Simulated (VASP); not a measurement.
# Li (P6_3/mmc) in VASP: notebook, part 2 of 2

VASP 6.6.1. Earlier steps stand in the parts before.

### 4 Electric field gradients, PBEsol (21.77 Å³/atom)

This run uses another cell than the first one, of 21.77 Å³/atom.

Input file INCAR:

```
SYSTEM = Li
PREC = Accurate ; ENCUT = 520
EDIFF = 1E-8 ; ISMEAR = -1
SIGMA = 0.03 ; LREAL = .FALSE.
LASPH = .TRUE. ; NELM = 80
ALGO = Normal ; ISIF = 2
LWAVE = .FALSE. ; LCHARG = .FALSE.
GGA = PS ; LEFG = .TRUE.
NBANDS = 10
```

Input file KPOINTS:

```
Automatic mesh
0
G
  15 15 8
  0 0 0
```

Input file POSCAR:

```
Li
1.0
    3.1316054153      0.0000000000      0.0000000000
   -1.5658027076      2.7120498443      0.0000000000
    0.0000000000      0.0000000000      5.1267294598
Li
2
Direct
    0.3333333333      0.6666666667      0.2500000000
    0.6666666667      0.3333333333      0.7500000000
```

Potentials or basis: VASP PAW PBE potentials, release 64 (Li_sv).

Command:

```bash
> cat potpaw_PBE.64/Li_sv/POTCAR > POTCAR
> mpirun -np 1 vasp_std > vasp.out
```

OUTCAR:

```text
SYSTEM = Li
   PREC = Accurate
   ENCUT = 520
   EDIFF = 1E-8
   ISMEAR = -1
   LREAL = .FALSE.
   LASPH = .TRUE.
   NELM = 80
   ISIF = 2
   GGA = PS

 ion  position               nearest neighbor table
   1  0.333  0.667  0.250-
   2  0.667  0.333  0.750-

  LATTYP: Found a hexagonal cell.
 ALAT       =     3.1316054153
 C/A-ratio  =     1.6370930497

  Lattice vectors:

 A1 = (   3.1316054153,   0.0000000000,   0.0000000000)
 A2 = (  -1.5658027076,   2.7120498443,   0.0000000000)
 A3 = (   0.0000000000,   0.0000000000,   5.1267294598)

Analysis of symmetry for initial positions (statically):
=====================================================================
 Subroutine PRICEL returns:
 Original cell was already a primitive cell.

 Routine SETGRP: Setting up the symmetry group for a
 hexagonal supercell.

 Subroutine GETGRP returns: Found 24 space group operations
 (whereof 12 operations were pure point group operations)
 out of a pool of 24 trial point group operations.

The static configuration has the point symmetry D_3d.
 The point group associated with its full space group is D_6h.

Analysis of symmetry for dynamics (positions and initial velocities):
=====================================================================
 Subroutine PRICEL returns:
 Original cell was already a primitive cell.

 Routine SETGRP: Setting up the symmetry group for a
 hexagonal supercell.

 Subroutine GETGRP returns: Found 24 space group operations
 (whereof 12 operations were pure point group operations)
 out of a pool of 24 trial point group operations.
[... 456 lines left out ...]
 k-point    24 :       0.4000    0.2000    0.0000
  band No.  band energies     occupation
      1     -45.5854      2.00000
      2     -45.5826      2.00000
      3       0.9415      0.00000
      4       1.8496      0.00000
      5       4.5653      0.00000
      6       5.5089      0.00000
      7       6.3842      0.00000
      8       6.5260      0.00000
      9       9.9101      0.00000
     10      10.3879      0.00000

 [... further k-points ...]

------------------------ aborting loop because EDIFF is reached ----------------------------------------

  FORCE on cell =-STRESS in cart. coord.  units (eV):
  Direction    XX          YY          ZZ          XY          YZ          ZX
  --------------------------------------------------------------------------------------
  -------------------------------------------------------------------------------------
  Total       -0.2675745     -0.2675745     -0.2646157     -0.0000000      0.0000000      0.0000000
  in kB       -9.8457829     -9.8457829     -9.7369093     -0.0000000      0.0000000      0.0000000
  external PRESSURE =      -9.8094917 kB  Pullay stress =       0.0000000 kB

 VOLUME and BASIS-vectors are now :
 -----------------------------------------------------------------------------
  energy-cutoff  :      520.00
  volume of cell :       43.54
      direct lattice vectors                 reciprocal lattice vectors
     3.131605415  0.000000000  0.000000000     0.319325032  0.184362393  0.000000000
    -1.565802708  2.712049844  0.000000000     0.000000000  0.368724787  0.000000000
     0.000000000  0.000000000  5.126729460     0.000000000  0.000000000  0.195056128

 POSITION                                       TOTAL-FORCE (eV/Angst)
 -----------------------------------------------------------------------------------
     -0.00000      1.80803      1.28168         0.000000      0.000000      0.000000
      1.56580      0.90402      3.84505        -0.000000     -0.000000     -0.000000
 -----------------------------------------------------------------------------------
    total drift:                               -0.000000      0.000000      0.000000

  FREE ENERGIE OF THE ION-ELECTRON SYSTEM (eV)
  ---------------------------------------------------
  free  energy   TOTEN  =        -3.9264592759 eV

  energy  without entropy=       -3.9231848969  energy(sigma->0) =       -3.92482209

 Electric field gradients (V/A^2)
---------------------------------------------------------------------
 ion       V_xx      V_yy      V_zz      V_xy      V_xz      V_yz
---------------------------------------------------------------------
   1       0.009     0.006    -0.015    -0.002     0.000    -0.000
   2       0.009     0.006    -0.015    -0.002    -0.000     0.000
---------------------------------------------------------------------

 Electric field gradients after diagonalization (V/A^2)
 (convention: |V_zz| > |V_xx| > |V_yy|)
----------------------------------------------------------------------
 ion       V_xx      V_yy      V_zz     asymmetry (V_yy - V_xx)/ V_zz
----------------------------------------------------------------------
   1       0.010     0.005    -0.015       0.377
   2       0.010     0.005    -0.015       0.377
----------------------------------------------------------------------

           NMR quadrupolar parameters

 Cq : quadrupolar parameter    Cq=e*Q*V_zz/h
 eta: asymmetry parameters     (V_yy - V_xx)/ V_zz
 Q  : nuclear electric quadrupole moment in mb (millibarn)
----------------------------------------------------------------------
 ion       Cq(MHz)       eta       Q (mb)
----------------------------------------------------------------------
   1      -0.000       0.377       1.000
   2      -0.000       0.377       1.000
----------------------------------------------------------------------
```

OSZICAR:

```text
N       E                     dE             d eps       ncg     rms          rms(c)
DAV:   1     0.162085400277E+02    0.16209E+02   -0.32249E+03  2700   0.562E+02
DAV:   2    -0.123856159446E+01   -0.17447E+02   -0.16977E+02  3402   0.106E+02
DAV:   3    -0.388643345647E+01   -0.26479E+01   -0.26249E+01  4506   0.311E+01
DAV:   4    -0.393136334980E+01   -0.44930E-01   -0.44882E-01  3480   0.467E+00
DAV:   5    -0.393189765866E+01   -0.53431E-03   -0.53427E-03  3650   0.483E-01    0.562E-01
DAV:   6    -0.392804110114E+01    0.38566E-02   -0.11220E-03  4388   0.175E-01    0.315E-01
DAV:   7    -0.392642057848E+01    0.16205E-02   -0.25482E-03  4452   0.282E-01    0.322E-02
DAV:   8    -0.392646213120E+01   -0.41553E-04   -0.51577E-04  3420   0.129E-01    0.994E-03
DAV:   9    -0.392645956555E+01    0.25656E-05   -0.38758E-06  3878   0.153E-02    0.119E-03
DAV:  10    -0.392645956397E+01    0.15814E-08   -0.30439E-07  3124   0.482E-03    0.139E-03
DAV:  11    -0.392645929839E+01    0.26558E-06   -0.30092E-08  3286   0.172E-03    0.248E-04
DAV:  12    -0.392645928183E+01    0.16558E-07   -0.40725E-09  1818   0.572E-04    0.257E-05
DAV:  13    -0.392645927592E+01    0.59131E-08   -0.23506E-09  1566   0.405E-04
   1 F= -.39264593E+01 E0= -.39248221E+01  d E =-.327438E-02
```

It took 20 s on 1 thread of Intel Xeon Platinum 8488C (Sapphire Rapids), shared host; peak memory 0.17 GiB.

Results:

* Free energy: -3.9265 eV
* Band gap on the k mesh: zero (bands 3 and 4 overlap by 4.47 eV)
* Largest electric field gradient by atom: under 0.05 V/Å² on every atom

Caveat: the cutoff is under 1.25 times the usual one of these potentials, so pressure, stress and relaxed cells hold a basis-set (Pulay) error; the PAW data sets were made with another functional, which shifts forces and pressure a little.

### 5 Electric field gradients, PBEsol (21.77 Å³/atom)

This run uses another cell than the first one, of 21.77 Å³/atom.

Input file INCAR:

```
PREC = Accurate
ENCUT = 520
EDIFF = 1E-8
ISMEAR = -1
SIGMA = 0.03
LREAL = F
LASPH = T
NELM = 100
ALGO = Normal
ISIF = 2
LWAVE = F
LCHARG = F
GGA = PS
LEFG = T
NBANDS = 10
```

Input file KPOINTS:

```
Automatic mesh
0
Gamma
  15 15 8
```

POSCAR is that of step 4.

Potentials or basis: VASP PAW PBE potentials, release 64 (Li_sv).

Command:

```bash
> cat potpaw_PBE.64/Li_sv/POTCAR > POTCAR
> mpirun -np 1 vasp_std > vasp.out
```

OUTCAR:

```text
PREC = Accurate
   ENCUT = 520
   EDIFF = 1E-8
   ISMEAR = -1
   LREAL = F
   LASPH = T
   NELM = 100
   ISIF = 2
   GGA = PS

 ion  position               nearest neighbor table
   1  0.333  0.667  0.250-
   2  0.667  0.333  0.750-

  LATTYP: Found a hexagonal cell.
 ALAT       =     3.1316054153
 C/A-ratio  =     1.6370930497

  Lattice vectors:

 A1 = (   3.1316054153,   0.0000000000,   0.0000000000)
 A2 = (  -1.5658027076,   2.7120498443,   0.0000000000)
 A3 = (   0.0000000000,   0.0000000000,   5.1267294598)

Analysis of symmetry for initial positions (statically):
=====================================================================
 Subroutine PRICEL returns:
 Original cell was already a primitive cell.

 Routine SETGRP: Setting up the symmetry group for a
 hexagonal supercell.

 Subroutine GETGRP returns: Found 24 space group operations
 (whereof 12 operations were pure point group operations)
 out of a pool of 24 trial point group operations.
[... 500 lines left out ...]
      direct lattice vectors                 reciprocal lattice vectors
     3.131605415  0.000000000  0.000000000     0.319325032  0.184362393  0.000000000
    -1.565802708  2.712049844  0.000000000     0.000000000  0.368724787  0.000000000
     0.000000000  0.000000000  5.126729460     0.000000000  0.000000000  0.195056128

 POSITION                                       TOTAL-FORCE (eV/Angst)
 -----------------------------------------------------------------------------------
     -0.00000      1.80803      1.28168         0.000000      0.000000      0.000000
      1.56580      0.90402      3.84505        -0.000000     -0.000000     -0.000000
 -----------------------------------------------------------------------------------
    total drift:                               -0.000000      0.000000      0.000000

  FREE ENERGIE OF THE ION-ELECTRON SYSTEM (eV)
  ---------------------------------------------------
  free  energy   TOTEN  =        -3.9264592759 eV

  energy  without entropy=       -3.9231848969  energy(sigma->0) =       -3.92482209

 Electric field gradients (V/A^2)
---------------------------------------------------------------------
 ion       V_xx      V_yy      V_zz      V_xy      V_xz      V_yz
---------------------------------------------------------------------
   1       0.009     0.006    -0.015    -0.002     0.000    -0.000
   2       0.009     0.006    -0.015    -0.002    -0.000     0.000
---------------------------------------------------------------------

 Electric field gradients after diagonalization (V/A^2)
 (convention: |V_zz| > |V_xx| > |V_yy|)
----------------------------------------------------------------------
 ion       V_xx      V_yy      V_zz     asymmetry (V_yy - V_xx)/ V_zz
----------------------------------------------------------------------
   1       0.010     0.005    -0.015       0.377
   2       0.010     0.005    -0.015       0.377
----------------------------------------------------------------------

           NMR quadrupolar parameters

 Cq : quadrupolar parameter    Cq=e*Q*V_zz/h
 eta: asymmetry parameters     (V_yy - V_xx)/ V_zz
 Q  : nuclear electric quadrupole moment in mb (millibarn)
----------------------------------------------------------------------
 ion       Cq(MHz)       eta       Q (mb)
----------------------------------------------------------------------
   1      -0.000       0.377       1.000
   2      -0.000       0.377       1.000
----------------------------------------------------------------------
```

It took 20 s on 1 thread of Intel Xeon Platinum 8488C (Sapphire Rapids), shared host; peak memory 0.17 GiB.

What came out:

* Free energy: -3.9265 eV
* Band gap on the k mesh: zero (bands 3 and 4 overlap by 4.47 eV)
* Largest electric field gradient by atom: under 0.05 V/Å² on every atom

Caveat: the cutoff is under 1.25 times the usual one of these potentials, so pressure, stress and relaxed cells hold a basis-set (Pulay) error; the PAW data sets were made with another functional, which shifts forces and pressure a little.

### 6 Electric field gradients, PBEsol (22.62 Å³/atom)

This run uses another cell than the first one, of 22.62 Å³/atom.

INCAR is that of step 5.

KPOINTS is that of step 5.

Input file POSCAR:

```
Li
1.0
    3.1720176844      0.0000000000      0.0000000000
   -1.5860088422      2.7470478959      0.0000000000
    0.0000000000      0.0000000000      5.1928881046
Li
2
Direct
    0.3333333333      0.6666666667      0.2500000000
    0.6666666667      0.3333333333      0.7500000000
```

Potentials or basis: VASP PAW PBE potentials, release 64 (Li_sv).

Command:

```bash
> cat potpaw_PBE.64/Li_sv/POTCAR > POTCAR
> mpirun -np 1 vasp_std > vasp.out
```

OUTCAR:

```text
PREC = Accurate
   ENCUT = 520
   EDIFF = 1E-8
   ISMEAR = -1
   LREAL = F
   LASPH = T
   NELM = 100
   ISIF = 2
   GGA = PS

 ion  position               nearest neighbor table
   1  0.333  0.667  0.250-
   2  0.667  0.333  0.750-

  LATTYP: Found a hexagonal cell.
 ALAT       =     3.1720176844
 C/A-ratio  =     1.6370930497

  Lattice vectors:

 A1 = (   3.1720176844,   0.0000000000,   0.0000000000)
 A2 = (  -1.5860088422,   2.7470478959,   0.0000000000)
 A3 = (   0.0000000000,   0.0000000000,   5.1928881046)

[... 524 lines left out ...]
  ---------------------------------------------------
  free  energy   TOTEN  =        -3.9152412943 eV

  energy  without entropy=       -3.9119486124  energy(sigma->0) =       -3.91359495

 Electric field gradients (V/A^2)
---------------------------------------------------------------------
 ion       V_xx      V_yy      V_zz      V_xy      V_xz      V_yz
---------------------------------------------------------------------
   1       0.010     0.004    -0.014    -0.005     0.000    -0.000
   2       0.010     0.004    -0.014    -0.005    -0.000     0.000
---------------------------------------------------------------------

 Electric field gradients after diagonalization (V/A^2)
 (convention: |V_zz| > |V_xx| > |V_yy|)
----------------------------------------------------------------------
 ion       V_xx      V_yy      V_zz     asymmetry (V_yy - V_xx)/ V_zz
----------------------------------------------------------------------
   1       0.013     0.001    -0.014       0.794
   2       0.013     0.001    -0.014       0.794
----------------------------------------------------------------------

           NMR quadrupolar parameters

 Cq : quadrupolar parameter    Cq=e*Q*V_zz/h
 eta: asymmetry parameters     (V_yy - V_xx)/ V_zz
 Q  : nuclear electric quadrupole moment in mb (millibarn)
----------------------------------------------------------------------
 ion       Cq(MHz)       eta       Q (mb)
----------------------------------------------------------------------
   1      -0.000       0.794       1.000
   2      -0.000       0.794       1.000
----------------------------------------------------------------------
```

stdout:

```text
POSCAR found type information on POSCAR Li
 POSCAR found :  1 types and       2 ions
 scaLAPACK will be used
 -----------------------------------------------------------------------------
|                                                                             |
|                                                                             |
|     You enforced a specific xc type in the INCAR file but a different       |
|     I HOPE YOU KNOW WHAT YOU ARE DOING!                                     |
|                                                                             |
 -----------------------------------------------------------------------------

 LDA part: xc-table for (Slater+PW92), standard interpolation
 POSCAR, INCAR and KPOINTS ok, starting setup
 FFT: planning ... GRIDC
 FFT: planning ... GRID_SOFT
 FFT: planning ... GRID
 WAVECAR not read
 entering main loop
ion   1

ion   2
```

Run time: 20 s. Hardware: 1 thread of Intel Xeon Platinum 8488C (Sapphire Rapids), shared host; peak memory 0.17 GiB.

What came out:

| Quantity | Value |
| --- | --- |
| Free energy | -3.9152 eV |
| Band gap on the k mesh | zero (bands 3 and 4 overlap by 4.39 eV) |
| Largest electric field gradient by atom | under 0.05 V/Å² on every atom |

Levels at points of the mesh, in eV from the Fermi level:
| k point | band 1 | band 2 | band 3 | band 4 | band 5 | band 6 | band 7 | band 8 |
| --- | --- | --- | --- | --- | --- | --- | --- | --- |
| (0.00, 0.00, 0.00) | -46.11 | -46.10 | -3.42 | 0.01 | 2.57 | 11.58 | 11.58 | 12.88 |
| (0.00, 0.00, 0.50) | -46.10 | -46.10 | -2.35 | -2.35 | 7.35 | 7.35 | 12.42 | 12.42 |

Caveat: the cutoff is under 1.25 times the usual one of these potentials, so pressure, stress and relaxed cells hold a basis-set (Pulay) error; the PAW data sets were made with another functional, which shifts forces and pressure a little.

### 7 Summary

| cell | gap on the mesh (eV) |
| --- | --- |
| a = 3.069, b = 3.069, c = 5.024 Å, angles 90.0, 90.0, 120.0°, 2 atoms | none |
| a = 3.101, b = 3.101, c = 5.076 Å, angles 90.0, 90.0, 120.0°, 2 atoms | none |
| a = 3.132, b = 3.132, c = 5.127 Å, angles 90.0, 90.0, 120.0°, 2 atoms | none |
| a = 3.172, b = 3.172, c = 5.193 Å, angles 90.0, 90.0, 120.0°, 2 atoms | none |

Alike in all rows: task electric field gradients; level PBEsol; potentials or basis VASP PAW PBE potentials, release 64 (Li_sv); no spin polarisation; k mesh 15 × 15 × 8; cutoff (eV) 520; smearing fermi-dirac 0.03 eV.

Caveats: the cutoff is under 1.25 times the usual one of these potentials, so pressure, stress and relaxed cells hold a basis-set (Pulay) error; the PAW data sets were made with another functional, which shifts forces and pressure a little.

Absolute energies hang on the potentials; compare differences alone.
